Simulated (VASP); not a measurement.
# Ru (P6_3/mmc) in VASP: further runs

Runs on Ru. Level: r2SCAN. Tasks: single point, relaxation of cell and atoms.

Program: VASP 6.6.1. These are calculated values, not measurements. Logs are shortened: lines on timing, memory, paths and dates and some standing lists are left out, and cuts for length are marked.

## (1) The cell of the first run

It takes space group P6_3/mmc (No. 194, hexagonal). The conventional cell has a = 2.706 Å, b = 2.706 Å, c = 4.258 Å, α = 90.00°, β = 90.00°, γ = 120.00°. Ru (site symmetry -6m2) has 12 Ru at 2.64 to 2.71 Å within 3.5 Å.

## (2) Single point, r2SCAN

POSCAR

```
Ru
1.0
    2.7059477275      0.0000000000      0.0000000000
   -1.3529738637      2.3434194734      0.0000000000
    0.0000000000      0.0000000000      4.2579056553
Ru
2
Direct
    0.3333333333      0.6666666667      0.2500000000
    0.6666666667      0.3333333333      0.7500000000
```

INCAR.step1

```
  PREC = Accurate
  ENCUT = 620
  ISMEAR = -1
  SIGMA = 0.1
  LREAL = F
  LASPH = T
  NELM = 120
  NBANDS = 23
  GGA = PE
  ALGO = Normal
  EDIFF = 1E-5
  LWAVE = T
  LCHARG = F
  GGA_COMPAT = F
```

INCAR.step2

```
  PREC = Accurate
  ENCUT = 620
  EDIFF = 1E-6
  ISMEAR = -1
  SIGMA = 0.1
  LREAL = F
  LASPH = T
  NELM = 120
  ALGO = Normal
  ISIF = 2
  LWAVE = F
  LCHARG = F
  METAGGA = R2SCAN
  LMIXTAU = T
  NBANDS = 23
  ISTART = 1
  GGA_COMPAT = F
```

KPOINTS

```
regular mesh
0
Gamma
  13 13 8
```

Potentials or basis: VASP PAW PBE potentials, release 64 (Ru_sv).

Started as:

```sh
$ cat potpaw_PBE.64/Ru_sv/POTCAR > POTCAR
$ cp INCAR.step1 INCAR
$ mpirun -np 1 vasp_std > vasp.out
$ cp INCAR.step2 INCAR
$ mpirun -np 1 vasp_std > vasp.out
```

OUTCAR:

```text
PREC = Accurate
   ENCUT = 620
   EDIFF = 1E-6
   ISMEAR = -1
   LREAL = F
   LASPH = T
   NELM = 120
   ISIF = 2
   METAGGA = R2SCAN
   ISTART = 1

 ion  position               nearest neighbor table
   1  0.333  0.667  0.250-   2 2.64   2 2.64   2 2.64   2 2.64   2 2.64   2 2.64
   2  0.667  0.333  0.750-   1 2.64   1 2.64   1 2.64   1 2.64   1 2.64   1 2.64

  LATTYP: Found a hexagonal cell.
 ALAT       =     2.7059477275
 C/A-ratio  =     1.5735358123

  Lattice vectors:

 A1 = (   2.7059477275,   0.0000000000,   0.0000000000)
 A2 = (  -1.3529738637,   2.3434194734,   0.0000000000)
 A3 = (   0.0000000000,   0.0000000000,   4.2579056553)

Analysis of symmetry for initial positions (statically):
=====================================================================
 Subroutine PRICEL returns:
 Original cell was already a primitive cell.

 Routine SETGRP: Setting up the symmetry group for a
 hexagonal supercell.

 Subroutine GETGRP returns: Found 24 space group operations
 (whereof 12 operations were pure point group operations)
 out of a pool of 24 trial point group operations.

The static configuration has the point symmetry D_3d.
 The point group associated with its full space group is D_6h.

Analysis of symmetry for dynamics (positions and initial velocities):
=====================================================================
 Subroutine PRICEL returns:
 Original cell was already a primitive cell.

 Routine SETGRP: Setting up the symmetry group for a
 hexagonal supercell.

 Subroutine GETGRP returns: Found 24 space group operations
 (whereof 12 operations were pure point group operations)
 out of a pool of 24 trial point group operations.

The dynamic configuration has the point symmetry D_3d.
 The point group associated with its full space group is D_6h.

 Subroutine INISYM returns: Found 24 space group operations
 (whereof 12 operations are pure point group operations),
 and found     1 'primitive' translations

----------------------------------------------------------------------------------------

                                     Primitive cell

  volume of cell :      27.0001

  direct lattice vectors                    reciprocal lattice vectors
     2.705947727  0.000000000  0.000000000     0.369556289  0.213363423  0.000000000
    -1.352973864  2.343419473  0.000000000     0.000000000  0.426726846  0.000000000
     0.000000000  0.000000000  4.257905655     0.000000000  0.000000000  0.234857247

  length of vectors
     2.705947727  2.705947728  4.257905655     0.426726846  0.426726846  0.234857247

  position of ions in fractional coordinates (direct lattice)
     0.333333333  0.666666667  0.250000000
     0.666666667  0.333333333  0.750000000

  ion indices of the primitive-cell ions
   primitive index   ion index
                 1           1
                 2           2

----------------------------------------------------------------------------------------

 KPOINTS: regular mesh

Automatic generation of k-mesh.
 Grid dimensions read from file:
 generate k-points for:   13   13    8

 Generating k-lattice:

  Cartesian coordinates                     Fractional coordinates (reciprocal lattice)
     0.028427407  0.016412571  0.000000000     0.076923077 -0.000000000  0.000000000
     0.000000000  0.032825142  0.000000000     0.000000000  0.076923077  0.000000000
     0.000000000  0.000000000  0.029357156     0.000000000  0.000000000  0.125000000

  Length of vectors
     0.032825142  0.032825142  0.029357156

  Shift w.r.t. Gamma in fractional coordinates (k-lattice)
     0.000000000  0.000000000  0.000000000

 Subroutine IBZKPT returns following result:
 ===========================================

 Found    105 irreducible k-points:

 Following reciprocal coordinates:
            Coordinates               Weight
  0.000000  0.000000  0.000000      1.000000
  0.076923  0.000000  0.000000      6.000000
  0.153846 -0.000000  0.000000      6.000000
  0.230769 -0.000000  0.000000      6.000000
  0.307692 -0.000000  0.000000      6.000000
  0.384615  0.000000  0.000000      6.000000
[... 16 lines left out ...]
  0.076923  0.000000  0.125000     12.000000
  0.153846 -0.000000  0.125000     12.000000
 [... further k-points ...]
   k-points           NKPTS =    105   k-points in BZ     NKDIM =    105   number of bands    NBANDS=     23
   number of dos      NEDOS =    301   number of ions     NIONS =      2
   total plane-waves  NPLWV =  20736
   dimension x,y,z NGX =    24 NGY =   24 NGZ =   36
   dimension x,y,z NGXF=    48 NGYF=   48 NGZF=   72
   ions per type =               2
   NGX,Y,Z   is equivalent  to a cutoff of  14.74, 14.74, 14.06 a.u.
   NGXF,Y,Z  is equivalent  to a cutoff of  29.49, 29.49, 28.11 a.u.
 SYSTEM =  unknown system
   PREC   = accura    normal or accurate (medium, high low for compatibility)
   ISTART =      1    job   : 0-new  1-cont  2-samecut
   ICHARG =      0    charge: 1-file 2-atom 10-const
   ISPIN  =      1    spin polarized calculation?
   LNONCOLLINEAR =      F non collinear calculations
   LSORBIT =      F    spin-orbit coupling
   LASPH  =      T    aspherical Exc in radial PAW
   ENCUT  =  620.0 eV  45.57 Ry    6.75 a.u.   5.49  5.49  8.64*2*pi/ulx,y,z
   NELM   =    120;   NELMIN=  2; NELMDL=  0     # of ELM steps
   EDIFF  = 0.1E-05   stopping-criterion for ELM
   LREAL  =      F    real-space projection
   EDIFFG = 0.1E-04   stopping-criterion for IOM
   NSW    =      0    number of steps for IOM
   IBRION =     -1    ionic relax: 0-MD 1-quasi-New 2-CG
   NFREE  =      0    steps in history (QN), initial steepest desc. (CG)
   ISIF   =      2    stress and relaxation
   ISYM   =      2    0-nonsym 1-usesym 2-fastsym
   POTIM  = 0.5000    time-step for ionic-motion
   TEBEG  =    0.0;   TEEND  =   0.0 temperature during run
   PSTRESS=    0.0 pullay stress
   NELECT =      32.0000    total number of electrons
   NUPDOWN=      -1.0000    fix difference up-down
   EMIN   =  10.00;   EMAX   =-10.00  energy-range for DOS
   EFERMI =   0.00;   METHOD = LEGACY
   ISMEAR =    -1;   SIGMA  =   0.10  broadening in eV -4-tet -1-fermi 0-gaus
   EFERMI_NEDOS =   21; number of points for ismear=-14 and -15
   IALGO  =     38    algorithm
   IMIX   =      4    mixing-type and parameters
     AMIX     =   0.40;   BMIX     =  1.00
     AMIX_MAG =   1.60;   BMIX_MAG =  1.00
  volume/ion in A,a.u.               =      13.50        91.10
  Fermi-wavevector in a.u.,A,eV,Ry     =   1.732486  3.273923 40.837979  3.001507
  Thomas-Fermi vector in A             =   2.806653
   LORBIT       =      0    0 simple, 1 ext, 2 COOP (PROOUT), +10 PAW based schemes
   METAGGA = R2SCAN    functional components
   LHFCALC =     F    Hartree Fock is set to
   AEXX    =    0.0000 exact exchange contribution
   IVDW    =     0    specifies the selected vdW correction
   LEPSILON=     F    determine dielectric tensor
   LRPA    =     F    only Hartree local field effects (RPA)
 non-spin polarized calculation
  energy-cutoff  :      620.00
  volume of cell :       27.00
 maximum number of plane-waves:       972
 NGX is ok and might be reduce to    24
   NGX = 11   NGY = 11   NGZ = 17

 number of electron      31.9999996 magnetization

 Free energy of the ion-electron system (eV)
  ---------------------------------------------------
  ext. energy  EPLUGINS =         0.00000000
  ---------------------------------------------------
  free energy    TOTEN  =       -50.96665073 eV

  energy without entropy =      -50.91491234  energy(sigma->0) =      -50.94078154

 E-fermi :  15.1962     XC(G=0): -15.5790

 val. band max:       15.1468871123   @ k =   0.4615   0.0769   0.2500
 cond. band min:      15.1991554555   @ k =   0.0769   0.0000   0.3750
 fundamental gap:      0.0522683432
 Fermi energy:        15.1962027711

 k-point     1 :       0.0000    0.0000    0.0000
  band No.  band energies     occupation
      1     -60.1912      2.00000
      2     -59.9556      2.00000
      3     -29.9532      2.00000
      4     -28.9312      2.00000
      5     -28.9312      2.00000
      6     -28.7401      2.00000
[... 15 lines left out ...]
     22      30.6879      0.00000
     23      33.4259      0.00000

 k-point     2 :       0.0769    0.0000    0.0000
  band No.  band energies     occupation
      1     -60.1816      2.00000
      2     -59.9520      2.00000
      3     -29.9311      2.00000
      4     -28.9773      2.00000
      5     -28.9469      2.00000
      6     -28.7881      2.00000
[... 15 lines left out ...]
     22      31.0721      0.00000
     23      33.6802      0.00000

 k-point     3 :       0.1538   -0.0000    0.0000
  band No.  band energies     occupation
      1     -60.1545      2.00000
      2     -59.9425      2.00000
      3     -29.8671      2.00000
      4     -29.1051      2.00000
      5     -28.9892      2.00000
      6     -28.9189      2.00000
[... 15 lines left out ...]
     22      31.7606      0.00000
     23      34.1487      0.00000

 k-point     4 :       0.2308   -0.0000    0.0000
  band No.  band energies     occupation
      1     -60.1146      2.00000
      2     -59.9306      2.00000
      3     -29.7689      2.00000
      4     -29.2854      2.00000
      5     -29.0978      2.00000
      6     -29.0465      2.00000
[... 15 lines left out ...]
     22      30.5919      0.00000
     23      33.1001      0.00000

 k-point     5 :       0.3077   -0.0000    0.0000
  band No.  band energies     occupation
      1     -60.0693      2.00000
      2     -59.9207      2.00000
      3     -29.6487      2.00000
      4     -29.4769      2.00000
      5     -29.2813      2.00000
      6     -29.1050      2.00000
[... 434 lines left out ...]
 k-point    22 :       0.0000    0.0000    0.1250
  band No.  band energies     occupation
      1     -60.1824      2.00000
      2     -59.9647      2.00000
      3     -29.9072      2.00000
      4     -28.9240      2.00000
      5     -28.9240      2.00000
      6     -28.7475      2.00000
[... 15 lines left out ...]
     22      30.3303      0.00000
     23      33.5176      0.00000

 k-point    23 :       0.0769    0.0000    0.1250
  band No.  band energies     occupation
      1     -60.1730      2.00000
      2     -59.9609      2.00000
      3     -29.8874      2.00000
      4     -28.9689      2.00000
      5     -28.9394      2.00000
      6     -28.8138      2.00000
[... 15 lines left out ...]
     22      30.7199      0.00000
     23      33.7985      0.00000

 k-point    24 :       0.1538   -0.0000    0.1250
  band No.  band energies     occupation
      1     -60.1465      2.00000
      2     -59.9507      2.00000
      3     -29.8312      2.00000
      4     -29.0929      2.00000
      5     -28.9808      2.00000
      6     -28.9511      2.00000
[... 15 lines left out ...]
     22      31.5286      0.00000
     23      34.0669      0.00000

 [... further k-points ...]
[... 5 lines left out ...]
  --------------------------------------------------------------------------------------
  -------------------------------------------------------------------------------------
  Total        0.0210165      0.0210165      0.0225531      0.0000000      0.0000000      0.0000000
  in kB        1.2471123      1.2471123      1.3382956      0.0000000      0.0000000      0.0000000
  external PRESSURE =       1.2775067 kB  Pullay stress =       0.0000000 kB

 VOLUME and BASIS-vectors are now :
 -----------------------------------------------------------------------------
  energy-cutoff  :      620.00
  volume of cell :       27.00
      direct lattice vectors                 reciprocal lattice vectors
     2.705947727  0.000000000  0.000000000     0.369556289  0.213363423  0.000000000
    -1.352973864  2.343419473  0.000000000     0.000000000  0.426726846  0.000000000
     0.000000000  0.000000000  4.257905655     0.000000000  0.000000000  0.234857247

 POSITION                                       TOTAL-FORCE (eV/Angst)
 -----------------------------------------------------------------------------------
     -0.00000      1.56228      1.06448        -0.000000      0.000000      0.000000
      1.35297      0.78114      3.19343         0.000000      0.000000      0.000000
 -----------------------------------------------------------------------------------
    total drift:                               -0.000000      0.000000     -0.000000

  FREE ENERGIE OF THE ION-ELECTRON SYSTEM (eV)
  ---------------------------------------------------
  free  energy   TOTEN  =       -50.9666507345 eV

  energy  without entropy=      -50.9149123376  energy(sigma->0) =      -50.94078154
```

Wall time 1.9 min (1 thread of Intel Xeon Platinum 8559C (Emerald Rapids), shared host); peak memory 0.2 GiB.

What came out:

```yaml
Free_energy: -50.9667 eV
Pressure: 0.1 GPa
Band_gap_on_the_k_mesh: zero (bands 16 and 17 overlap by 3.25 eV)
```

Caveat: the PAW data sets were made with another functional, which shifts forces and pressure a little.

## (3) Single point, r2SCAN

POSCAR

```
Ru
1.0
    2.7059477279      0.0000000000      0.0000000000
   -1.3529738639      2.3434194737      0.0000000000
    0.0000000000      0.0000000000      4.2579056513
Ru
2
Direct
    0.3333333333      0.6666666667      0.2500000000
    0.6666666667      0.3333333333      0.7500000000
```

INCAR.step1

```
SYSTEM = Ru
ALGO = Normal ; EDIFF = 1E-5
ENCUT = 620 ; GGA = PE
GGA_COMPAT = .FALSE. ; ISMEAR = -1
LASPH = .TRUE. ; LCHARG = .FALSE.
LREAL = .FALSE. ; LWAVE = .TRUE.
NBANDS = 23 ; NELM = 120
PREC = Accurate ; SIGMA = 0.03
```

INCAR.step2

```
SYSTEM = Ru
ALGO = Normal ; EDIFF = 1E-6
ENCUT = 620 ; GGA_COMPAT = .FALSE.
ISIF = 2 ; ISMEAR = -1
ISTART = 1 ; LASPH = .TRUE.
LCHARG = .FALSE. ; LMIXTAU = .TRUE.
LREAL = .FALSE. ; LWAVE = .FALSE.
METAGGA = R2SCAN ; NBANDS = 23
NELM = 120 ; PREC = Accurate
SIGMA = 0.03
```

KPOINTS

```
k-points
0
G
  13 13 8
  0 0 0
```

Potentials or basis: VASP PAW PBE potentials, release 64 (Ru_sv).

Started as:

```sh
$ cat potpaw_PBE.64/Ru_sv/POTCAR > POTCAR
$ cp INCAR.step1 INCAR
$ mpirun -np 1 vasp_std > vasp.out
$ cp INCAR.step2 INCAR
$ mpirun -np 1 vasp_std > vasp.out
```

OUTCAR:

```text
SYSTEM = Ru
   EDIFF = 1E-6
   ENCUT = 620
   ISIF = 2
   ISMEAR = -1
   ISTART = 1
   LASPH = .TRUE.
   LREAL = .FALSE.
   METAGGA = R2SCAN
   NELM = 120
   PREC = Accurate

 ion  position               nearest neighbor table
   1  0.333  0.667  0.250-   2 2.64   2 2.64   2 2.64   2 2.64   2 2.64   2 2.64
   2  0.667  0.333  0.750-   1 2.64   1 2.64   1 2.64   1 2.64   1 2.64   1 2.64

  LATTYP: Found a hexagonal cell.
 ALAT       =     2.7059477279
 C/A-ratio  =     1.5735358105

  Lattice vectors:

 A1 = (   2.7059477279,   0.0000000000,   0.0000000000)
 A2 = (  -1.3529738639,   2.3434194737,   0.0000000000)
 A3 = (   0.0000000000,   0.0000000000,   4.2579056513)

Analysis of symmetry for initial positions (statically):
=====================================================================
 Subroutine PRICEL returns:
 Original cell was already a primitive cell.

 Routine SETGRP: Setting up the symmetry group for a
 hexagonal supercell.

 Subroutine GETGRP returns: Found 24 space group operations
 (whereof 12 operations were pure point group operations)
 out of a pool of 24 trial point group operations.
[... 154 lines left out ...]

 number of electron      31.9999996 magnetization

 Free energy of the ion-electron system (eV)
  ---------------------------------------------------
  ext. energy  EPLUGINS =         0.00000000
  ---------------------------------------------------
  free energy    TOTEN  =       -50.94381077 eV

  energy without entropy =      -50.93990202  energy(sigma->0) =      -50.94185639

 E-fermi :  15.2098     XC(G=0): -15.5797

 val. band max:       15.2047602792   @ k =   0.2308   0.0769   0.2500
 cond. band min:      15.2409771067   @ k =   0.3077   0.1538   0.2500
 fundamental gap:      0.0362168275
 Fermi energy:        15.2098300457

 k-point     1 :       0.0000    0.0000    0.0000
  band No.  band energies     occupation
      1     -60.1944      2.00000
      2     -59.9588      2.00000
      3     -29.9550      2.00000
      4     -28.9346      2.00000
      5     -28.9346      2.00000
      6     -28.7436      2.00000
[... 613 lines left out ...]
     22      31.5284      0.00000
     23      34.0671      0.00000

 [... further k-points ...]
[... 5 lines left out ...]
  --------------------------------------------------------------------------------------
  -------------------------------------------------------------------------------------
  Total        0.0091803      0.0091803     -0.0615055      0.0000000      0.0000000      0.0000000
  in kB        0.5447552      0.5447552     -3.6497142      0.0000000      0.0000000      0.0000000
  external PRESSURE =      -0.8534013 kB  Pullay stress =       0.0000000 kB

 VOLUME and BASIS-vectors are now :
 -----------------------------------------------------------------------------
  energy-cutoff  :      620.00
  volume of cell :       27.00
      direct lattice vectors                 reciprocal lattice vectors
     2.705947728  0.000000000  0.000000000     0.369556289  0.213363423  0.000000000
    -1.352973864  2.343419474  0.000000000     0.000000000  0.426726846  0.000000000
     0.000000000  0.000000000  4.257905651     0.000000000  0.000000000  0.234857247

 POSITION                                       TOTAL-FORCE (eV/Angst)
 -----------------------------------------------------------------------------------
     -0.00000      1.56228      1.06448         0.000000     -0.000000      0.000000
      1.35297      0.78114      3.19343        -0.000000      0.000000      0.000000
 -----------------------------------------------------------------------------------
    total drift:                               -0.000000      0.000000     -0.000000

  FREE ENERGIE OF THE ION-ELECTRON SYSTEM (eV)
  ---------------------------------------------------
  free  energy   TOTEN  =       -50.9438107684 eV

  energy  without entropy=      -50.9399020214  energy(sigma->0) =      -50.94185639
```

OUTCAR.step1:

```text
SYSTEM = Ru
   EDIFF = 1E-5
   ENCUT = 620
   GGA = PE
   ISMEAR = -1
   LASPH = .TRUE.
   LREAL = .FALSE.
[... 847 lines left out ...]
     -0.00000      1.56228      1.06448         0.000000      0.000000      0.000000
      1.35297      0.78114      3.19343        -0.000000     -0.000000      0.000000
 -----------------------------------------------------------------------------------
    total drift:                               -0.000000      0.000000     -0.000000

  FREE ENERGIE OF THE ION-ELECTRON SYSTEM (eV)
  ---------------------------------------------------
  free  energy   TOTEN  =       -18.5505103988 eV

  energy  without entropy=      -18.5463488603  energy(sigma->0) =      -18.54842963
```

It took 3.2 min on 1 thread of Intel Xeon Platinum 8259CL at 2.50GHz (Skylake/Cascade Lake), shared host; peak memory 0.2 GiB.

What came out:

```
Free energy            : -50.9438 eV
Pressure               : -0.1 GPa
Band gap on the k mesh : zero (bands 16 and 17 overlap by 3.25 eV)
```

Levels at points of the mesh, in eV from the Fermi level:
| k point | band 13 | band 14 | band 15 | band 16 | band 17 | band 18 | band 19 | band 20 |
| --- | --- | --- | --- | --- | --- | --- | --- | --- |
| (0.00, 0.00, 0.00) | -2.53 | -2.06 | -2.06 | -1.57 | -1.57 | 1.19 | 1.19 | 1.37 |
| (0.00, 0.00, 0.50) | -2.97 | -2.97 | -2.86 | -2.86 | 0.52 | 0.52 | 0.52 | 0.52 |

Caveat: the PAW data sets were made with another functional, which shifts forces and pressure a little.

[end of part 1 of 2]

The gap in the log of VASP goes by the Fermi energy; the results here count the filled bands.